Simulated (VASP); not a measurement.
A run of VASP 6.6.1:

Contents of INCAR:

```
PREC = Accurate
ENCUT = 500
EDIFF = 1E-7
ISMEAR = 0
SIGMA = 0.01
LREAL = F
LASPH = T
NELM = 200
ALGO = Normal
ISIF = 3
LWAVE = F
LCHARG = F
GGA = PE
IBRION = 2
NSW = 80
EDIFFG = -0.001
GGA_COMPAT = F
NELMIN = 4
LMAXMIX = 6
```

The input KPOINTS:

```
regular mesh
0
Gamma
  4 4 4
```

Contents of POSCAR:

```
RbHoBr4
1.0
    5.5270935291      0.0000000000      0.0000000000
    0.0000000000      5.5270935291      0.0000000000
    0.0000000000      0.0000000000      9.0801552123
Rb Ho Br
1 1 4
Direct
    0.0000000000      0.0000000000      0.0000000000
    0.5000000000      0.5000000000      0.5000000000
    0.5000000000      0.5000000000      0.8039636520
    0.5000000000      0.5000000000      0.1960363480
    0.5000000000      0.0000000000      0.5000000000
    0.0000000000      0.5000000000      0.5000000000
```

Potentials or basis: VASP PAW PBE potentials, release 64 (Rb_sv, Ho_3, Br), 4f in core.

Command:

```console
$ cat potpaw_PBE.64/Rb_sv/POTCAR potpaw_PBE.64/Ho_3/POTCAR potpaw_PBE.64/Br/POTCAR > POTCAR
$ mpirun -np 1 vasp_std > vasp.out
```

Hardware: 1 thread of Intel(R) Xeon(R) 6975P-C (Granite Rapids) (shared host).

Q: How long does it take, and how much memory?

A: Run time: 2.3 min on 1 thread of Intel(R) Xeon(R) 6975P-C (Granite Rapids), on a shared host, peak memory 0.42 GiB. Counts: scf iterations 31, k points 18, ion steps 3.
